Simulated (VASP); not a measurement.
# Ir (P6_3/mmc) in VASP: notebook

The runs below take Ir through single point, with LDA.

All numbers are computed with VASP 6.6.1; they aren't measurements. Logs are shortened: lines on timing, memory, paths and dates and some standing lists are left out, and cuts for length are marked.

### Step 1. The cell of the first run

The structure is hexagonal, space group P6_3/mmc (No. 194). Conventional cell: a = 2.705 Å, b = 2.705 Å, c = 4.532 Å, α = 90.00°, β = 90.00°, γ = 120.00°. Ir (site symmetry -6m2) has 12 Ir at 2.71 to 2.75 Å within 3.6 Å.

This isn't the form of Ir at room conditions, which is fcc.

### Step 2. Single point, LDA

INCAR reads:

```
PREC = Accurate
ENCUT = 560
EDIFF = 1E-6
ISMEAR = 0
SIGMA = 0.15
LREAL = F
LASPH = T
NELM = 120
ALGO = Normal
ISIF = 2
LWAVE = F
LCHARG = F
GGA = CA
NBANDS = 24
GGA_COMPAT = F
```

KPOINTS reads:

```
regular mesh
0
Gamma
  18 18 10
```

POSCAR reads:

```
Ir
1.0
    2.7052686553      0.0000000000      0.0000000000
   -1.3526343277      2.3428313795      0.0000000000
    0.0000000000      0.0000000000      4.5325000000
Ir
2
Direct
    0.6666666667      0.3333333333      0.7500000000
    0.3333333333      0.6666666667      0.2500000000
```

Potentials or basis: VASP PAW LDA potentials, release 64 (Ir_sv_GW).

Launch:

```
$ cat potpaw_LDA.64/Ir_sv_GW/POTCAR > POTCAR
$ mpirun -np 1 vasp_std > vasp.out
```

OUTCAR:

```text
PREC = Accurate
   ENCUT = 560
   EDIFF = 1E-6
   ISMEAR = 0
   LREAL = F
   LASPH = T
   NELM = 120
   ISIF = 2
   GGA = CA

 ion  position               nearest neighbor table
   1  0.667  0.333  0.750-   2 2.75   2 2.75   2 2.75   2 2.75   2 2.75   2 2.75
   2  0.333  0.667  0.250-   1 2.75   1 2.75   1 2.75   1 2.75   1 2.75   1 2.75

  LATTYP: Found a hexagonal cell.
 ALAT       =     2.7052686553
 C/A-ratio  =     1.6754343385

  Lattice vectors:

 A1 = (   2.7052686553,   0.0000000000,   0.0000000000)
 A2 = (  -1.3526343277,   2.3428313795,   0.0000000000)
 A3 = (   0.0000000000,   0.0000000000,   4.5325000000)

Analysis of symmetry for initial positions (statically):
=====================================================================
 Subroutine PRICEL returns:
 Original cell was already a primitive cell.

 Routine SETGRP: Setting up the symmetry group for a
 hexagonal supercell.

 Subroutine GETGRP returns: Found 24 space group operations
 (whereof 12 operations were pure point group operations)
 out of a pool of 24 trial point group operations.

The static configuration has the point symmetry D_3d.
 The point group associated with its full space group is D_6h.

Analysis of symmetry for dynamics (positions and initial velocities):
=====================================================================
 Subroutine PRICEL returns:
 Original cell was already a primitive cell.

 Routine SETGRP: Setting up the symmetry group for a
 hexagonal supercell.

 Subroutine GETGRP returns: Found 24 space group operations
 (whereof 12 operations were pure point group operations)
 out of a pool of 24 trial point group operations.

The dynamic configuration has the point symmetry D_3d.
 The point group associated with its full space group is D_6h.

 Subroutine INISYM returns: Found 24 space group operations
 (whereof 12 operations are pure point group operations),
 and found     1 'primitive' translations

----------------------------------------------------------------------------------------

                                     Primitive cell

  volume of cell :      28.7269

  direct lattice vectors                    reciprocal lattice vectors
     2.705268655  0.000000000  0.000000000     0.369649054  0.213416981  0.000000000
    -1.352634328  2.342831380  0.000000000     0.000000000  0.426833962  0.000000000
     0.000000000  0.000000000  4.532500000     0.000000000  0.000000000  0.220628792

  length of vectors
     2.705268655  2.705268655  4.532500000     0.426833962  0.426833962  0.220628792

  position of ions in fractional coordinates (direct lattice)
     0.666666667  0.333333333  0.750000000
     0.333333333  0.666666667  0.250000000

  ion indices of the primitive-cell ions
   primitive index   ion index
                 1           1
                 2           2

----------------------------------------------------------------------------------------

 KPOINTS: regular mesh

Automatic generation of k-mesh.
 Grid dimensions read from file:
 generate k-points for:   18   18   10

 Generating k-lattice:

  Cartesian coordinates                     Fractional coordinates (reciprocal lattice)
     0.020536059  0.011856499  0.000000000     0.055555556  0.000000000  0.000000000
     0.000000000  0.023712998  0.000000000     0.000000000  0.055555556  0.000000000
     0.000000000  0.000000000  0.022062879     0.000000000  0.000000000  0.100000000

  Length of vectors
     0.023712998  0.023712998  0.022062879

  Shift w.r.t. Gamma in fractional coordinates (k-lattice)
     0.000000000  0.000000000  0.000000000

 Subroutine IBZKPT returns following result:
 ===========================================

 Found    222 irreducible k-points:

 Following reciprocal coordinates:
            Coordinates               Weight
  0.000000  0.000000  0.000000      1.000000
  0.055556 -0.000000  0.000000      6.000000
  0.111111 -0.000000  0.000000      6.000000
  0.166667  0.000000  0.000000      6.000000
  0.222222  0.000000  0.000000      6.000000
  0.277778  0.000000  0.000000      6.000000
[... 16 lines left out ...]
  0.333333  0.111111  0.000000     12.000000
  0.388889  0.111111  0.000000     12.000000
 [... further k-points ...]
   k-points           NKPTS =    222   k-points in BZ     NKDIM =    222   number of bands    NBANDS=     24
   number of dos      NEDOS =    301   number of ions     NIONS =      2
   total plane-waves  NPLWV =  20736
   dimension x,y,z NGX =    24 NGY =   24 NGZ =   36
   dimension x,y,z NGXF=    48 NGYF=   48 NGZF=   72
   ions per type =               2
   NGX,Y,Z   is equivalent  to a cutoff of  14.75, 14.75, 13.20 a.u.
   NGXF,Y,Z  is equivalent  to a cutoff of  29.50, 29.50, 26.41 a.u.
 SYSTEM =  unknown system
   PREC   = accura    normal or accurate (medium, high low for compatibility)
   ISTART =      0    job   : 0-new  1-cont  2-samecut
   ICHARG =      2    charge: 1-file 2-atom 10-const
   ISPIN  =      1    spin polarized calculation?
   LNONCOLLINEAR =      F non collinear calculations
   LSORBIT =      F    spin-orbit coupling
   LASPH  =      T    aspherical Exc in radial PAW
   ENCUT  =  560.0 eV  41.16 Ry    6.42 a.u.   5.22  5.22  8.75*2*pi/ulx,y,z
   NELM   =    120;   NELMIN=  2; NELMDL= -5     # of ELM steps
   EDIFF  = 0.1E-05   stopping-criterion for ELM
   LREAL  =      F    real-space projection
   EDIFFG = 0.1E-04   stopping-criterion for IOM
   NSW    =      0    number of steps for IOM
   IBRION =     -1    ionic relax: 0-MD 1-quasi-New 2-CG
   NFREE  =      0    steps in history (QN), initial steepest desc. (CG)
   ISIF   =      2    stress and relaxation
   ISYM   =      2    0-nonsym 1-usesym 2-fastsym
   POTIM  = 0.5000    time-step for ionic-motion
   TEBEG  =    0.0;   TEEND  =   0.0 temperature during run
   PSTRESS=    0.0 pullay stress
   NELECT =      34.0000    total number of electrons
   NUPDOWN=      -1.0000    fix difference up-down
   EMIN   =  10.00;   EMAX   =-10.00  energy-range for DOS
   EFERMI =   0.00;   METHOD = LEGACY
   ISMEAR =     0;   SIGMA  =   0.15  broadening in eV -4-tet -1-fermi 0-gaus
   EFERMI_NEDOS =   21; number of points for ismear=-14 and -15
   IALGO  =     38    algorithm
   IMIX   =      4    mixing-type and parameters
     AMIX     =   0.40;   BMIX     =  1.00
     AMIX_MAG =   1.60;   BMIX_MAG =  1.00
  volume/ion in A,a.u.               =      14.36        96.93
  Fermi-wavevector in a.u.,A,eV,Ry     =   1.731695  3.272429 40.800707  2.998767
  Thomas-Fermi vector in A             =   2.806012
   LORBIT       =      0    0 simple, 1 ext, 2 COOP (PROOUT), +10 PAW based schemes
   GGA     = CA    functional components
   LHFCALC =     F    Hartree Fock is set to
   AEXX    =    0.0000 exact exchange contribution
   IVDW    =     0    specifies the selected vdW correction
   LEPSILON=     F    determine dielectric tensor
   LRPA    =     F    only Hartree local field effects (RPA)
 non-spin polarized calculation
 Gauss-broadening in eV      SIGMA  =   0.15
  energy-cutoff  :      560.00
  volume of cell :       28.73
 maximum number of plane-waves:       881
 NGX is ok and might be reduce to    24
   NGX = 11   NGY = 11   NGZ = 17

 number of electron      34.0000000 magnetization

 Free energy of the ion-electron system (eV)
  ---------------------------------------------------
  ext. energy  EPLUGINS =         0.00000000
  ---------------------------------------------------
  free energy    TOTEN  =       -21.61627412 eV

  energy without entropy =      -21.59056856  energy(sigma->0) =      -21.60342134

 E-fermi :  12.4398     XC(G=0): -14.6861

 val. band max:       12.4345121985   @ k =   0.3889   0.1667   0.0000
 cond. band min:      12.4489260387   @ k =   0.0556  -0.0000   0.4000
 fundamental gap:      0.0144138402
 Fermi energy:        12.4398339625

 k-point     1 :       0.0000    0.0000    0.0000
  band No.  band energies     occupation
      1     -80.1184      2.00000
      2     -80.0626      2.00000
      3     -37.5229      2.00000
      4     -36.8790      2.00000
      5     -36.8790      2.00000
      6     -36.8183      2.00000
[... 16 lines left out ...]
     23      27.7530      0.00000
     24      29.1062      0.00000

 k-point     2 :       0.0556   -0.0000    0.0000
  band No.  band energies     occupation
      1     -80.1165      2.00000
      2     -80.0611      2.00000
      3     -37.5155      2.00000
      4     -36.8976      2.00000
      5     -36.8846      2.00000
      6     -36.8206      2.00000
[... 16 lines left out ...]
     23      27.9326      0.00000
     24      29.3276      0.00000

 k-point     3 :       0.1111   -0.0000    0.0000
  band No.  band energies     occupation
      1     -80.1109      2.00000
      2     -80.0582      2.00000
      3     -37.4941      2.00000
      4     -36.9534      2.00000
      5     -36.9013      2.00000
      6     -36.8628      2.00000
[... 16 lines left out ...]
     23      28.4148      0.00000
     24      29.8956      0.00000

 k-point     4 :       0.1667    0.0000    0.0000
  band No.  band energies     occupation
      1     -80.1027      2.00000
      2     -80.0539      2.00000
      3     -37.4603      2.00000
      4     -37.0382      2.00000
      5     -36.9486      2.00000
      6     -36.9268      2.00000
[... 16 lines left out ...]
     23      28.8567      0.00000
     24      30.0522      0.00000

 k-point     5 :       0.2222    0.0000    0.0000
  band No.  band energies     occupation
      1     -80.0932      2.00000
      2     -80.0487      2.00000
      3     -37.4165      2.00000
      4     -37.1419      2.00000
      5     -37.0527      2.00000
      6     -36.9571      2.00000
[... 451 lines left out ...]
 k-point    22 :       0.2778    0.1111    0.0000
  band No.  band energies     occupation
      1     -80.0681      2.00000
      2     -80.0379      2.00000
      3     -37.3458      2.00000
      4     -37.2958      2.00000
      5     -37.2718      2.00000
      6     -37.0428      2.00000
[... 16 lines left out ...]
     23      24.8162      0.00000
     24      27.1443      0.00000

 k-point    23 :       0.3333    0.1111    0.0000
  band No.  band energies     occupation
      1     -80.0591      2.00000
      2     -80.0356      2.00000
      3     -37.4224      2.00000
      4     -37.3340      2.00000
      5     -37.2450      2.00000
      6     -37.0760      2.00000
[... 16 lines left out ...]
     23      23.5423      0.00000
     24      26.6293      0.00000

 k-point    24 :       0.3889    0.1111    0.0000
  band No.  band energies     occupation
      1     -80.0527      2.00000
      2     -80.0345      2.00000
      3     -37.4721      2.00000
      4     -37.3741      2.00000
      5     -37.2041      2.00000
      6     -37.0975      2.00000
[... 16 lines left out ...]
     23      22.6600      0.00000
     24      25.6371      0.00000

 [... further k-points ...]

------------------------ aborting loop because EDIFF is reached ----------------------------------------

  FORCE on cell =-STRESS in cart. coord.  units (eV):
  Direction    XX          YY          ZZ          XY          YZ          ZX
  --------------------------------------------------------------------------------------
  -------------------------------------------------------------------------------------
  Total       -1.4838952     -1.4838952     -3.5894298      0.0000000     -0.0000000      0.0000000
  in kB      -82.7607758    -82.7607758   -200.1920359      0.0000000     -0.0000000      0.0000000
  external PRESSURE =    -121.9045291 kB  Pullay stress =       0.0000000 kB

 VOLUME and BASIS-vectors are now :
 -----------------------------------------------------------------------------
  energy-cutoff  :      560.00
  volume of cell :       28.73
      direct lattice vectors                 reciprocal lattice vectors
     2.705268655  0.000000000  0.000000000     0.369649054  0.213416981  0.000000000
    -1.352634328  2.342831380  0.000000000     0.000000000  0.426833962  0.000000000
     0.000000000  0.000000000  4.532500000     0.000000000  0.000000000  0.220628792

 POSITION                                       TOTAL-FORCE (eV/Angst)
 -----------------------------------------------------------------------------------
      1.35263      0.78094      3.39938         0.000000     -0.000000      0.000000
     -0.00000      1.56189      1.13312        -0.000000      0.000000      0.000000
 -----------------------------------------------------------------------------------
    total drift:                               -0.000000      0.000000     -0.000000

  FREE ENERGIE OF THE ION-ELECTRON SYSTEM (eV)
  ---------------------------------------------------
  free  energy   TOTEN  =       -21.6162741250 eV

  energy  without entropy=      -21.5905685639  energy(sigma->0) =      -21.60342134
```

Run time: 1.7 min. Hardware: 1 thread of Intel Xeon Platinum 8259CL at 2.50GHz (Skylake/Cascade Lake), shared host; peak memory 0.25 GiB.

What came out:

* Free energy: -21.6163 eV
* Pressure: -12.2 GPa
* Band gap on the k mesh: zero (bands 17 and 18 overlap by 3.46 eV)

Stress tensor (GPa, compression positive):
```
 -8.28   0.00   0.00
  0.00  -8.28   0.00
  0.00   0.00 -20.02
```

Caveat: the stress differs along the axes, from -20 to -8 GPa; spin-orbit coupling is left out, which moves the levels of the heavy elements.

### Step 3. Single point, LDA

This run uses another cell than the first one, of 15.12 Å³/atom.

INCAR reads:

```
SYSTEM = Ir
PREC = Accurate
ENCUT = 560
EDIFF = 1E-6
ISMEAR = 0
SIGMA = 0.15
LREAL = .False.
LASPH = .True.
NELM = 120
ALGO = Normal
ISIF = 2
LWAVE = .False.
LCHARG = .True.
GGA = CA
LELF = .True.
LVHAR = .True.
NBANDS = 24
GGA_COMPAT = .False.
```

KPOINTS reads:

```
regular mesh
0
Gamma
  18 18 10
  0 0 0
```

POSCAR reads:

```
Ir
1.0
    2.8946000000      0.0000000000      0.0000000000
   -1.4473000000      2.5067971338      0.0000000000
    0.0000000000      0.0000000000      4.1669000000
Ir
2
Direct
    0.6666666667      0.3333333333      0.7500000000
    0.3333333333      0.6666666667      0.2500000000
```

Potentials or basis: VASP PAW LDA potentials, release 64 (Ir_sv_GW).

Launch:

```
$ cat potpaw_LDA.64/Ir_sv_GW/POTCAR > POTCAR
$ mpirun -np 1 vasp_std > vasp.out
```

Wall time 42 s (1 thread of Intel Xeon 6975P-C (Granite Rapids), shared host); peak memory 0.26 GiB.

The run converged. Its results:

```
Free energy            : -21.2537 eV
Pressure               : -22.3 GPa
Band gap on the k mesh : zero (bands 17 and 18 overlap by 2.44 eV)
```

Stress tensor (GPa, compression positive):
```
-30.77   0.00   0.00
  0.00 -30.77   0.00
  0.00   0.00  -5.47
```

Levels at points of the mesh, in eV from the Fermi level:
| k point | band 15 | band 16 | band 17 | band 18 | band 19 | band 20 |
| --- | --- | --- | --- | --- | --- | --- |
| (0.00, 0.00, 0.00) | -2.76 | -2.76 | -2.51 | 0.21 | 0.21 | 0.63 |
| (0.50, 0.00, 0.00) | -2.01 | -0.14 | 0.55 | 1.35 | 2.24 | 3.38 |
| (0.00, 0.00, 0.50) | -3.55 | -3.55 | -0.30 | -0.30 | -0.30 | -0.30 |
| (0.50, 0.00, 0.50) | -0.94 | -0.94 | 0.32 | 0.32 | 1.72 | 1.72 |

Caveat: the stress differs along the axes, from -31 to -5 GPa; spin-orbit coupling is left out, which moves the levels of the heavy elements.

### Step 4. Single point, LDA

This run uses another cell than the first one, of 12.60 Å³/atom.

INCAR reads:

```
PREC = Accurate
ENCUT = 560
EDIFF = 1E-6
ISMEAR = 0
SIGMA = 0.15
LREAL = F
LASPH = T
NELM = 120
ALGO = Normal
ISIF = 2
LWAVE = F
LCHARG = F
GGA = CA
NBANDS = 24
GGA_COMPAT = F
```

KPOINTS reads:

```
Automatic mesh
0
Gamma
  18 18 10
```

POSCAR reads:

```
Ir
1.0
    2.6421000000      0.0000000000      0.0000000000
   -1.3210500000      2.2881257193      0.0000000000
    0.0000000000      0.0000000000      4.1669000000
Ir
2
Direct
    0.6666666667      0.3333333333      0.7500000000
    0.3333333333      0.6666666667      0.2500000000
```

Launch:

```
$ cat potpaw_LDA.64/Ir_sv_GW/POTCAR > POTCAR
$ mpirun -np 1 vasp_std > vasp.out
```

Wall time 39 s (1 thread of Intel Xeon 6975P-C (Granite Rapids), shared host); peak memory 0.23 GiB.

It converged, with:

```yaml
Free_energy: -21.2370 eV
Pressure: 51.3 GPa
Band_gap_on_the_k_mesh: zero (bands 17 and 18 overlap by 4.12 eV)
```

Stress tensor (GPa, compression positive):
```
44.81  0.00  0.00
 0.00 44.81  0.00
 0.00  0.00 64.24
```

Levels at points of the mesh, in eV from the Fermi level:
| k point | band 14 | band 15 | band 16 | band 17 | band 18 | band 19 | band 20 | band 21 |
| --- | --- | --- | --- | --- | --- | --- | --- | --- |
| (0.00, 0.00, 0.00) | -3.84 | -3.84 | -3.20 | -3.20 | -0.74 | 0.25 | 0.25 | 8.59 |
| (0.50, 0.00, 0.00) | -4.09 | -3.40 | 0.63 | 1.23 | 1.36 | 3.39 | 4.96 | 8.94 |
| (0.00, 0.00, 0.50) | -4.94 | -4.94 | -4.94 | -0.58 | -0.58 | -0.58 | -0.58 | 12.85 |
| (0.50, 0.00, 0.50) | -2.79 | -1.26 | -1.26 | 0.99 | 0.99 | 2.27 | 2.27 | 8.69 |

Caveat: the stress differs along the axes, from 45 to 64 GPa; spin-orbit coupling is left out, which moves the levels of the heavy elements.

### Step 5. Single point, LDA

This run uses another cell than the first one, of 13.92 Å³/atom.

INCAR reads:

```
ALGO = Normal
EDIFF = 1E-6
ENCUT = 560
GGA_COMPAT = False
ISIF = 2
ISMEAR = 0
LASPH = True
LCHARG = True
LELF = True
LREAL = False
LVHAR = True
LWAVE = False
NBANDS = 24
NELM = 120
PREC = Accurate
SIGMA = 0.15
```

KPOINTS reads:

```
k-points
0
Gamma
  18 18 10
```

POSCAR: that of step 4 with these lines changed.

```diff
@@ -4,3 +4,3 @@
    -1.3210500000      2.2881257193      0.0000000000
-    0.0000000000      0.0000000000      4.1669000000
+    0.0000000000      0.0000000000      4.6056000000
 Ir
```

Launch:

```
$ cat potpaw_LDA.64/Ir_sv_GW/POTCAR > POTCAR
$ mpirun -np 1 vasp_std > vasp.out
```

Wall time 87 s (1 thread of AMD EPYC 7R13 (Zen 3), shared host); peak memory 0.21 GiB.

The run converged. Its results:

```yaml
Free_energy: -21.5449 eV
Pressure: 1.2 GPa
Band_gap_on_the_k_mesh: zero (bands 17 and 18 overlap by 3.83 eV)
```

Stress tensor (GPa, compression positive):
```
 11.11   0.00   0.00
  0.00  11.11   0.00
  0.00   0.00 -18.48
```

Levels at points of the mesh, in eV from the Fermi level:
```
           k point  band 15  band 16  band 17  band 18  band 19  band 20
(0.00, 0.00, 0.00)    -3.34    -1.71    -1.71    -1.39     0.45     0.45
(0.50, 0.00, 0.00)    -3.10     0.80     1.36     1.65     3.30     4.87
(0.00, 0.00, 0.50)    -3.84    -3.84    -0.31    -0.31    -0.31    -0.31
(0.50, 0.00, 0.50)    -0.85    -0.85     1.52     1.52     2.15     2.15
```

Caveat: the stress differs along the axes, from -18 to 11 GPa; spin-orbit coupling is left out, which moves the levels of the heavy elements.

(Continued in part 2 of 2.)
